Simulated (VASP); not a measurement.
Set up this calculation in VASP 6.6.1, as the native input.

```
Task                   : single point
Functional             : r2SCAN
Potentials or basis    : VASP PAW PBE potentials, release 64 (Ru_pv)
Cutoff                 : 550 eV
k mesh                 : 12 × 12 × 12
Occupations            : gaussian, width 0.05 eV
Spin                   : no spin polarisation
Dipole correction      : no
Further INCAR settings : ALGO = Normal; EDIFF = 1e-06; NBANDS = 13
```

Ru:

```
Ru
1.0
    -1.48692    1.48692    1.48692
     1.48692   -1.48692    1.48692
     1.48692    1.48692   -1.48692
Ru
1
Direct
  0.00000 0.00000 0.00000
```

This isn't the form of Ru at room conditions, which is hcp.

The input as run:

POSCAR

```
Ru
1.0
   -1.4869212161      1.4869212161      1.4869212161
    1.4869212161     -1.4869212161      1.4869212161
    1.4869212161      1.4869212161     -1.4869212161
Ru
1
Direct
    0.0000000000      0.0000000000      0.0000000000
```

INCAR.step1

```
ALGO = Normal
EDIFF = 1E-5
ENCUT = 550
GGA = PE
GGA_COMPAT = False
ISMEAR = 0
LASPH = True
LCHARG = False
LREAL = False
LWAVE = True
NBANDS = 13
NELM = 120
PREC = Accurate
SIGMA = 0.05
```

INCAR.step2

```
ALGO = Normal
EDIFF = 1E-6
ENCUT = 550
GGA_COMPAT = False
ISIF = 2
ISMEAR = 0
ISTART = 1
LASPH = True
LCHARG = False
LMIXTAU = True
LREAL = False
LWAVE = False
METAGGA = R2SCAN
NBANDS = 13
NELM = 120
PREC = Accurate
SIGMA = 0.05
```

KPOINTS

```
k-points
0
Gamma
  12 12 12
```

Potentials or basis: VASP PAW PBE potentials, release 64 (Ru_pv).

Launch:

```bash
$ cat potpaw_PBE.64/Ru_pv/POTCAR > POTCAR
$ cp INCAR.step1 INCAR
$ mpirun -np 1 vasp_std > vasp.out
$ cp INCAR.step2 INCAR
$ mpirun -np 1 vasp_std > vasp.out
```

Results of the run:

```yaml
Pressure: 21.8 GPa
Band_gap_on_the_k_mesh: zero (bands 7 and 8 overlap by 4.17 eV)
```

Caveat: the cell stands under pressure; an empty level that is flat over the whole mesh can mark a ghost state of the potentials, or a narrow d or f band; the PAW data sets were made with another functional, which shifts forces and pressure a little.

Wall time 19 s on 1 thread of Intel(R) Xeon(R) 6975P-C (Granite Rapids), with other jobs on the host, peak memory 0.13 GiB.
